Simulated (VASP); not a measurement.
# TlGe (P4/nmm) in VASP: notebook

The runs below take TlGe through single point, relaxation of cell and atoms, with PBE.

Program: VASP 6.6.1. These are calculated values, not measurements. Logs are shortened: lines on timing, memory, paths and dates and some standing lists are left out, and cuts for length are marked.

**1. The cell of the first run**

It takes space group P4/nmm (No. 129, tetragonal). Conventional cell: a = 3.734 Å, b = 3.734 Å, c = 8.194 Å, α = 90.00°, β = 90.00°, γ = 90.00°. Tl (site symmetry 4mm) has 4 Ge at 3.24 Å and 8 Tl at 3.73 to 3.93 Å within 4.3 Å. Within 3.5 Å of Ge (site symmetry -4m2) lie 4 Ge at 2.64 Å and 4 Tl at 3.24 Å.

**2. Single point, PBE**

INCAR reads:

```
SYSTEM = TlGe
PREC = Accurate ; ENCUT = 520
EDIFF = 1E-6 ; ISMEAR = 0
SIGMA = 0.1 ; LREAL = .FALSE.
LASPH = .TRUE. ; NELM = 60
ALGO = Normal ; ISIF = 2
LWAVE = .FALSE. ; LCHARG = .TRUE.
GGA = PE ; LELF = .TRUE.
LVHAR = .TRUE. ; NBANDS = 35
```

KPOINTS reads:

```
regular mesh
0
G
  6 6 2
  0 0 0
```

POSCAR reads:

```
TlGe
1.0
    3.7342233040      0.0000000000      0.0000000000
    0.0000000000      3.7342233040      0.0000000000
    0.0000000000      0.0000000000      8.1942764881
Tl Ge
2 2
Direct
    0.0000000000      0.5000000000      0.3226622044
    0.5000000000      0.0000000000      0.6773377956
    0.0000000000      0.0000000000      0.0000000000
    0.5000000000      0.5000000000      0.0000000000
```

Potentials or basis: VASP PAW PBE potentials, release 64 (Tl_d, Ge_d).

Started as:

```console
$ cat potpaw_PBE.64/Tl_d/POTCAR potpaw_PBE.64/Ge_d/POTCAR > POTCAR
$ mpirun -np 1 vasp_std > vasp.out
```

OUTCAR:

```text
SYSTEM = TlGe
   PREC = Accurate
   ENCUT = 520
   EDIFF = 1E-6
   ISMEAR = 0
   LREAL = .FALSE.
   LASPH = .TRUE.
   NELM = 60
   ISIF = 2
   GGA = PE

 ion  position               nearest neighbor table
   1  0.000  0.500  0.323-   3 3.24   4 3.24   3 3.24   4 3.24   2 3.93   2 3.93   2 3.93   2 3.93

   2  0.500  0.000  0.677-   3 3.24   4 3.24   4 3.24   3 3.24   1 3.93   1 3.93   1 3.93   1 3.93

   3  0.000  0.000  0.000-   4 2.64   4 2.64   4 2.64   4 2.64   2 3.24   2 3.24   1 3.24   1 3.24

   4  0.500  0.500  0.000-   3 2.64   3 2.64   3 2.64   3 2.64   2 3.24   1 3.24   1 3.24   2 3.24

  LATTYP: Found a simple tetragonal cell.
 ALAT       =     3.7342233040
 C/A-ratio  =     2.1943723824

  Lattice vectors:

 A1 = (   3.7342233040,   0.0000000000,   0.0000000000)
 A2 = (   0.0000000000,   3.7342233040,   0.0000000000)
 A3 = (   0.0000000000,   0.0000000000,   8.1942764881)

Analysis of symmetry for initial positions (statically):
=====================================================================
 Subroutine PRICEL returns:
 Original cell was already a primitive cell.

 Routine SETGRP: Setting up the symmetry group for a
 simple tetragonal supercell.

 Subroutine GETGRP returns: Found 16 space group operations
 (whereof  8 operations were pure point group operations)
 out of a pool of 16 trial point group operations.

The static configuration has the point symmetry D_2d.
 The point group associated with its full space group is D_4h.

Analysis of symmetry for dynamics (positions and initial velocities):
=====================================================================
 Subroutine PRICEL returns:
 Original cell was already a primitive cell.

 Routine SETGRP: Setting up the symmetry group for a
 simple tetragonal supercell.

 Subroutine GETGRP returns: Found 16 space group operations
 (whereof  8 operations were pure point group operations)
 out of a pool of 16 trial point group operations.

The dynamic configuration has the point symmetry D_2d.
 The point group associated with its full space group is D_4h.

 Subroutine INISYM returns: Found 16 space group operations
 (whereof  8 operations are pure point group operations),
 and found     1 'primitive' translations

----------------------------------------------------------------------------------------

                                     Primitive cell

[... 81 lines left out ...]
   ISTART =      0    job   : 0-new  1-cont  2-samecut
   ICHARG =      2    charge: 1-file 2-atom 10-const
   ISPIN  =      1    spin polarized calculation?
   LNONCOLLINEAR =      F non collinear calculations
   LSORBIT =      F    spin-orbit coupling
   LASPH  =      T    aspherical Exc in radial PAW
   ENCUT  =  520.0 eV  38.22 Ry    6.18 a.u.   6.94  6.94 15.24*2*pi/ulx,y,z
   NELM   =     60;   NELMIN=  2; NELMDL= -5     # of ELM steps
   EDIFF  = 0.1E-05   stopping-criterion for ELM
   LREAL  =      F    real-space projection
[... 7 lines left out ...]
   TEBEG  =    0.0;   TEEND  =   0.0 temperature during run
   PSTRESS=    0.0 pullay stress
   NELECT =      54.0000    total number of electrons
   NUPDOWN=      -1.0000    fix difference up-down
   EMIN   =  10.00;   EMAX   =-10.00  energy-range for DOS
   EFERMI =   0.00;   METHOD = LEGACY
   ISMEAR =     0;   SIGMA  =   0.10  broadening in eV -4-tet -1-fermi 0-gaus
   EFERMI_NEDOS =   21; number of points for ismear=-14 and -15
   IALGO  =     38    algorithm
   IMIX   =      4    mixing-type and parameters
     AMIX     =   0.40;   BMIX     =  1.00
     AMIX_MAG =   1.60;   BMIX_MAG =  1.00
  volume/ion in A,a.u.               =      28.57       192.77
  Fermi-wavevector in a.u.,A,eV,Ry     =   1.275173  2.409727 22.123965  1.626066
  Thomas-Fermi vector in A             =   2.407900
   LORBIT       =      0    0 simple, 1 ext, 2 COOP (PROOUT), +10 PAW based schemes
   GGA     = PE    functional components
   LHFCALC =     F    Hartree Fock is set to
   AEXX    =    0.0000 exact exchange contribution
   IVDW    =     0    specifies the selected vdW correction
   LEPSILON=     F    determine dielectric tensor
   LRPA    =     F    only Hartree local field effects (RPA)
 non-spin polarized calculation
 Gauss-broadening in eV      SIGMA  =   0.10
  energy-cutoff  :      520.00
  volume of cell :      114.26
 maximum number of plane-waves:      3100
 NGX is ok and might be reduce to    28

 number of electron      53.9999995 magnetization

 Free energy of the ion-electron system (eV)
  ---------------------------------------------------
  ext. energy  EPLUGINS =         0.00000000
  ---------------------------------------------------
  free energy    TOTEN  =       -12.86252922 eV

  energy without entropy =      -12.85337382  energy(sigma->0) =      -12.85795152

 E-fermi :   4.6304     XC(G=0):  -9.5565

 val. band max:        4.6136341197   @ k =   0.3333   0.0000   0.5000
 cond. band min:       4.6887475222   @ k =   0.3333   0.3333   0.0000
 fundamental gap:      0.0751134025
 Fermi energy:         4.6303826139

 k-point     1 :       0.0000    0.0000    0.0000
  band No.  band energies     occupation
      1     -19.9954      2.00000
      2     -19.8915      2.00000
      3     -19.8679      2.00000
      4     -19.8206      2.00000
      5     -19.8206      2.00000
      6     -19.7363      2.00000
[... 749 lines left out ...]
     34       7.8542      0.00000
     35       9.7112      0.00000

------------------------ aborting loop because EDIFF is reached ----------------------------------------

  FORCE on cell =-STRESS in cart. coord.  units (eV):
  Direction    XX          YY          ZZ          XY          YZ          ZX
  --------------------------------------------------------------------------------------
  -------------------------------------------------------------------------------------
  Total        0.0087778      0.0087778      0.0758498      0.0000000      0.0000000      0.0000000
  in kB        0.1230799      0.1230799      1.0635397      0.0000000      0.0000000      0.0000000
  external PRESSURE =       0.4365665 kB  Pullay stress =       0.0000000 kB

 VOLUME and BASIS-vectors are now :
 -----------------------------------------------------------------------------
  energy-cutoff  :      520.00
  volume of cell :      114.26
      direct lattice vectors                 reciprocal lattice vectors
     3.734223304  0.000000000  0.000000000     0.267793305  0.000000000  0.000000000
     0.000000000  3.734223304  0.000000000     0.000000000  0.267793305  0.000000000
     0.000000000  0.000000000  8.194276488     0.000000000  0.000000000  0.122036400

 POSITION                                       TOTAL-FORCE (eV/Angst)
 -----------------------------------------------------------------------------------
      0.00000      1.86711      2.64398        -0.000000      0.000000      0.032629
      1.86711      0.00000      5.55029         0.000000      0.000000     -0.032629
      0.00000      0.00000      0.00000         0.000000     -0.000000      0.000000
      1.86711      1.86711      0.00000        -0.000000      0.000000      0.000000
 -----------------------------------------------------------------------------------
    total drift:                                0.000000      0.000000      0.000000

  FREE ENERGIE OF THE ION-ELECTRON SYSTEM (eV)
  ---------------------------------------------------
  free  energy   TOTEN  =       -12.8625292151 eV

  energy  without entropy=      -12.8533738154  energy(sigma->0) =      -12.85795152
```

stdout:

```text
POSCAR found type information on POSCAR TlGe
 POSCAR found :  2 types and       4 ions
 scaLAPACK will be used
 LDA part: xc-table for (Slater+PW92), standard interpolation
 POSCAR, INCAR and KPOINTS ok, starting setup
 FFT: planning ... GRIDC
 FFT: planning ... GRID_SOFT
 FFT: planning ... GRID
 WAVECAR not read
 entering main loop
```

Wall time 85 s (1 thread of Intel Xeon Platinum 8375C at 2.90GHz (Ice Lake), shared host); peak memory 0.24 GiB.

What came out:

```
Free energy            : -12.8625 eV
Pressure               : 0.0 GPa
Largest force          : 0.033 eV/Å
Band gap on the k mesh : zero (bands 27 and 28 overlap by 2.80 eV)
```

Forces in eV/Å, atoms in the order of the input:
```
Tl   0.000  0.000  0.033
Tl   0.000  0.000 -0.033
Ge   0.000  0.000  0.000
Ge   0.000  0.000  0.000
```

Caveat: the k points lie up to 0.38 Å⁻¹ apart, too coarse for converged energies and pressures of a metal; spin-orbit coupling is left out, which moves the levels of the heavy elements.

**3. Relaxation of cell and atoms, PBE**

This run uses another cell than the first one, of 27.44 Å³/atom.

INCAR reads:

```
PREC     = Accurate       # precision mode
ENCUT    = 600            # plane-wave cutoff, eV
EDIFF    = 1E-7           # SCF threshold, eV
ISMEAR   = 0              # smearing method
SIGMA    = 0.1            # smearing width, eV
LREAL    = False          # projectors in reciprocal space
LASPH    = True           # aspherical terms in the spheres
NELM     = 60             # most SCF steps
ALGO     = Normal         # electronic algorithm
ISIF     = 3              # what is computed and relaxed
LWAVE    = False          # write WAVECAR
LCHARG   = False          # write CHGCAR
GGA      = PE             # functional
IBRION   = 2              # ionic algorithm
NSW      = 90             # ionic steps
EDIFFG   = -0.04          # ionic threshold
```

KPOINTS reads:

```
regular mesh
0
Gamma
  6 6 2
```

POSCAR reads:

```
TlGe
1.0
    3.7277655400      0.0000000000      0.0000000000
    0.0000000000      3.7277655400      0.0000000000
    0.0000000000      0.0000000000      7.8992791392
Tl Ge
2 2
Direct
    0.0000000000      0.5000000000      0.3448827686
    0.5000000000      0.0000000000      0.6551172314
    0.0000000000      0.0000000000      0.0000000000
    0.5000000000      0.5000000000      0.0000000000
```

Potentials or basis: VASP PAW PBE potentials, release 64 (Tl_d, Ge_d).

Started as:

```console
$ cat potpaw_PBE.64/Tl_d/POTCAR potpaw_PBE.64/Ge_d/POTCAR > POTCAR
$ mpirun -np 1 vasp_std > vasp.out
```

OUTCAR:

```text
PREC = Accurate
   ENCUT = 600
   EDIFF = 1E-7
   ISMEAR = 0
   LREAL = False
   LASPH = True
   NELM = 60
   ISIF = 3
   GGA = PE
   IBRION = 2
   NSW = 90
   EDIFFG = -0.04

 ion  position               nearest neighbor table
   1  0.000  0.500  0.345-   3 3.30   4 3.30   3 3.30   4 3.30   2 3.60   2 3.60   2 3.60   2 3.60

   2  0.500  0.000  0.655-   3 3.30   4 3.30   4 3.30   3 3.30   1 3.60   1 3.60   1 3.60   1 3.60

   3  0.000  0.000  0.000-   4 2.64   4 2.64   4 2.64   4 2.64   2 3.30   2 3.30   1 3.30   1 3.30

   4  0.500  0.500  0.000-   3 2.64   3 2.64   3 2.64   3 2.64   2 3.30   1 3.30   1 3.30   2 3.30

  LATTYP: Found a simple tetragonal cell.
 ALAT       =     3.7277655400
 C/A-ratio  =     2.1190386183

  Lattice vectors:

 A1 = (   3.7277655400,   0.0000000000,   0.0000000000)
 A2 = (   0.0000000000,   3.7277655400,   0.0000000000)
 A3 = (   0.0000000000,   0.0000000000,   7.8992791392)

Analysis of symmetry for initial positions (statically):
=====================================================================
 Subroutine PRICEL returns:
[... 159 lines left out ...]
  volume of cell :      109.77
 maximum number of plane-waves:      3689
 NGX is ok and might be reduce to    30

--------------------------------------- Ionic step        1  -------------------------------------------

 number of electron      53.9999988 magnetization

 Free energy of the ion-electron system (eV)
  ---------------------------------------------------
  ext. energy  EPLUGINS =         0.00000000
  ---------------------------------------------------
  free energy    TOTEN  =       -12.82823377 eV

  energy without entropy =      -12.81773565  energy(sigma->0) =      -12.82298471

------------------------ aborting loop because EDIFF is reached ----------------------------------------

  FORCE on cell =-STRESS in cart. coord.  units (eV):
  Direction    XX          YY          ZZ          XY          YZ          ZX
  --------------------------------------------------------------------------------------
  -------------------------------------------------------------------------------------
  Total        0.0733152      0.0733152      0.2186609      0.0000000      0.0000000      0.0000000
  in kB        1.0700895      1.0700895      3.1915170      0.0000000      0.0000000      0.0000000
  external PRESSURE =       1.7772320 kB  Pullay stress =       0.0000000 kB
[... 215 lines left out ...]
--------------------------------------- Ionic step        7  -------------------------------------------

 number of electron      53.9999988 magnetization

 Free energy of the ion-electron system (eV)
  ---------------------------------------------------
  ext. energy  EPLUGINS =         0.00000000
  ---------------------------------------------------
  free energy    TOTEN  =       -12.86143506 eV

  energy without entropy =      -12.85233999  energy(sigma->0) =      -12.85688752

 E-fermi :   4.7349     XC(G=0):  -9.6217

 val. band max:        4.7152466901   @ k =   0.3333   0.0000   0.5000
 cond. band min:       4.8195782891   @ k =   0.3333   0.3333   0.0000
 fundamental gap:      0.1043315990
 Fermi energy:         4.7348661152

 k-point     1 :       0.0000    0.0000    0.0000
  band No.  band energies     occupation
      1     -19.8958      2.00000
      2     -19.7926      2.00000
      3     -19.7729      2.00000
      4     -19.7250      2.00000
      5     -19.7250      2.00000
      6     -19.6413      2.00000
[... 720 lines left out ...]
  FREE ENERGIE OF THE ION-ELECTRON SYSTEM (eV)
  ---------------------------------------------------
  free  energy   TOTEN  =       -12.8614350560 eV

  energy  without entropy=      -12.8523399920  energy(sigma->0) =      -12.85688752

 reached required accuracy - stopping structural energy minimisation
```

OSZICAR:

```text
N       E                     dE             d eps       ncg     rms          rms(c)
DAV:   1     0.513482458723E+03    0.51348E+03   -0.29932E+04  1552   0.376E+03
DAV:   2     0.611684619898E+02   -0.45231E+03   -0.44340E+03  1280   0.978E+02
DAV:   3    -0.940073648135E+01   -0.70569E+02   -0.70286E+02  1400   0.193E+02
DAV:   4    -0.130527430871E+02   -0.36520E+01   -0.36442E+01  1520   0.494E+01
[... 65 lines left out ...]
DAV:   2    -0.128617525697E+02    0.10481E-02   -0.58975E-03  1480   0.739E-01    0.106E-01
DAV:   3    -0.128614853500E+02    0.26722E-03   -0.53013E-04  1520   0.223E-01    0.567E-02
DAV:   4    -0.128614362010E+02    0.49149E-04   -0.59755E-05  1568   0.547E-02    0.112E-02
DAV:   5    -0.128614349907E+02    0.12102E-05   -0.34772E-06  1464   0.130E-02    0.260E-03
DAV:   6    -0.128614350560E+02   -0.65238E-07   -0.23830E-07   968   0.405E-03
   7 F= -.12861435E+02 E0= -.12856888E+02  d E =-.780576E-02
```

Wall time 6.4 min (1 thread of Intel Xeon Platinum 8375C at 2.90GHz (Ice Lake), shared host); peak memory 0.28 GiB.

Results:

| Item | Value |
| --- | --- |
| Free energy | -12.8614 eV |
| Relaxed volume | 28.26 Å³/atom |
| Relaxed cell | a = 3.737 Å, b = 3.737 Å, c = 8.094 Å, α = 90.00°, β = 90.00°, γ = 90.00° |
| Space group after relaxing (to 0.1 Å) | P4/nmm (No. 129) |
| Energy gained by relaxing | 8.3 meV/atom |
| Ionic steps | 7 |
| Pressure after relaxing | 0.1 GPa |
| Largest force after relaxing | 0.013 eV/Å |
| Band gap on the k mesh | zero (bands 27 and 28 overlap by 2.85 eV) |

Forces in eV/Å, atoms in the order of the input:
```
Tl   0.000  0.000 -0.013
Tl   0.000  0.000  0.013
Ge   0.000  0.000  0.000
Ge   0.000  0.000  0.000
```

Step by step:
```csv
step,energy change (eV),largest force (eV/Å),pressure (GPa),volume (Å³)
1,0.0000,0.2084,0.18,109.77
2,-0.0046,0.1967,0.07,110.25
3,-0.0155,0.1673,-0.20,111.71
4,-0.0254,0.1228,-0.62,114.67
5,-0.0299,0.0852,-0.37,114.08
6,-0.0331,0.0023,0.20,112.86
7,-0.0332,0.0127,0.11,113.05
```

Final structure:
```
Tl Ge
1.0
     3.73725    0.00000    0.00000
     0.00000    3.73725    0.00000
     0.00000    0.00000    8.09380
Tl Ge
2 2
Direct
  0.00000 0.50000 0.32775
  0.50000 0.00000 0.67225
  0.00000 0.00000 0.00000
  0.50000 0.50000 0.00000
```

Caveat: the k points lie up to 0.39 Å⁻¹ apart in the final cell, too coarse for converged energies and pressures of a metal; spin-orbit coupling is left out, which moves the levels of the heavy elements.

**4. Single point, PBE**

This run uses another cell than the first one, of the same volume but with other edges.

INCAR reads:

```
SYSTEM = TlGe
PREC     = Accurate       ! precision mode
ENCUT    = 520            ! plane-wave cutoff, eV
EDIFF    = 1E-6           ! SCF threshold, eV
ISMEAR   = 0              ! smearing method
SIGMA    = 0.1            ! smearing width, eV
LREAL    = .False.        ! projectors in reciprocal space
LASPH    = .True.         ! aspherical terms in the spheres
NELM     = 80             ! most SCF steps
ALGO     = Normal         ! electronic algorithm
ISIF     = 2              ! what is computed and relaxed
LWAVE    = .False.        ! write WAVECAR
LCHARG   = .True.         ! write CHGCAR
GGA      = PE             ! functional
LELF     = .True.         ! ELF
LVHAR    = .True.       
NBANDS   = 35             ! bands
```

KPOINTS reads:

```
Automatic mesh
0
Gamma
  12 12 6
  0 0 0
```

POSCAR reads:

```
TlGe
1.0
    3.7723189549      0.0000000000      0.0000000000
    0.0000000000      3.7723189549      0.0000000000
    0.0000000000      0.0000000000      8.0216236610
Tl Ge
2 2
Direct
    0.0000000000      0.5000000000      0.3270328519
    0.5000000000      0.0000000000      0.6729671481
    0.0000000000      0.0000000000      0.0000000000
    0.5000000000      0.5000000000      0.0000000000
```

Started as:

```console
$ cat potpaw_PBE.64/Tl_d/POTCAR potpaw_PBE.64/Ge_d/POTCAR > POTCAR
$ mpirun -np 1 vasp_std > vasp.out
```

It took 6.3 min on 1 thread of Intel Xeon Platinum 8375C at 2.90GHz (Ice Lake), shared host; peak memory 0.48 GiB.

The run converged. Its results:

| Item | Value |
| --- | --- |
| Free energy | -12.8908 eV |
| Pressure | 0.0 GPa |
| Band gap on the k mesh | zero (bands 27 and 28 overlap by 3.04 eV) |

Forces in eV/Å, atoms in the order of the input:
```
Tl   0.000  0.000  0.002
Tl   0.000  0.000 -0.002
Ge   0.000  0.000  0.000
Ge   0.000  0.000  0.000
```

Levels at points of the mesh, in eV from the Fermi level:
```tsv
k point	band 23	band 24	band 25	band 26	band 27	band 28	band 29	band 30	band 31	band 32
(0.00, 0.00, 0.00)	-6.92	-2.64	-1.35	-1.35	-0.57	1.29	3.79	4.06	4.76	4.76
(0.50, 0.00, 0.00)	-5.25	-5.25	-2.18	-2.18	1.50	1.50	2.68	2.68	3.01	3.01
(0.50, 0.50, 0.00)	-5.39	-5.39	-3.21	-3.21	-0.68	-0.68	0.21	0.21	2.41	2.41
(0.00, 0.00, 0.50)	-5.06	-2.97	-2.64	-1.33	-1.33	3.51	3.79	4.00	4.00	5.11
(0.50, 0.00, 0.50)	-5.54	-5.54	-0.66	-0.66	0.12	0.12	1.51	1.51	2.85	2.85
(0.50, 0.50, 0.50)	-5.39	-5.39	-3.25	-3.25	-1.40	-1.40	2.26	2.26	2.82	2.82
```

Caveat: spin-orbit coupling is left out, which moves the levels of the heavy elements.

**5. The runs side by side**

```tsv
task	cell	k mesh	cutoff (eV)	gap on the mesh (eV)	pressure (GPa)	largest force (eV/Å)
single point	a = 3.734, b = 3.734, c = 8.194 Å, 4 atoms, atomic positions A	6 × 6 × 2	520	none	0.0	0.03
relaxation of cell and atoms	relaxed from a = 3.728, b = 3.728, c = 7.899 Å, 4 atoms, atomic positions B	6 × 6 × 2	600	none	0.1	0.01
single point	a = 3.772, b = 3.772, c = 8.022 Å, 4 atoms, atomic positions C	12 × 12 × 6	520	none	0.0	-
```

Alike in all rows: level PBE; potentials or basis VASP PAW PBE potentials, release 64 (Tl_d, Ge_d); no spin polarisation; smearing gaussian 0.1 eV.

Caveats: some runs use coarse meshes; spin-orbit coupling is left out, which moves the levels of the heavy elements.

Total energies depend on the potentials used, so only differences within one code and one set of settings carry meaning.

The gap in the log of VASP goes by the Fermi energy; the results here count the filled bands.